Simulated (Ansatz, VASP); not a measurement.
## One calculation of BiAu, two programs

```
CELL_PARAMETERS angstrom
0.00000 2.97245 2.97245
2.97245 0.00000 2.97245
2.97245 2.97245 0.00000
ATOMIC_POSITIONS crystal
Au 0.00000 0.00000 0.00000
Bi 0.50000 0.50000 0.50000
```

Alike in both runs: task electric field gradients; functional PBE; k mesh 12 × 12 × 12; occupations fermi-dirac, width 0.03 eV; no spin polarisation.

```csv
,VASP,Ansatz
version,VASP 6.6.1,Ansatz 0.2.0
potentials or method,"VASP PAW PBE potentials, release 64 (Au, Bi_d), cutoff 400 eV","all-electron PAW with datasets made for the crystal, scalar-relativistic"
```

|  | VASP | Ansatz | Ansatz less VASP |
| --- | --- | --- | --- |
| pressure (GPa) | -0.1 | 0.0 | +0.13 |

Ansatz ran all-electron here, and VASP with PAW potentials.

Neither program's run includes spin-orbit coupling.
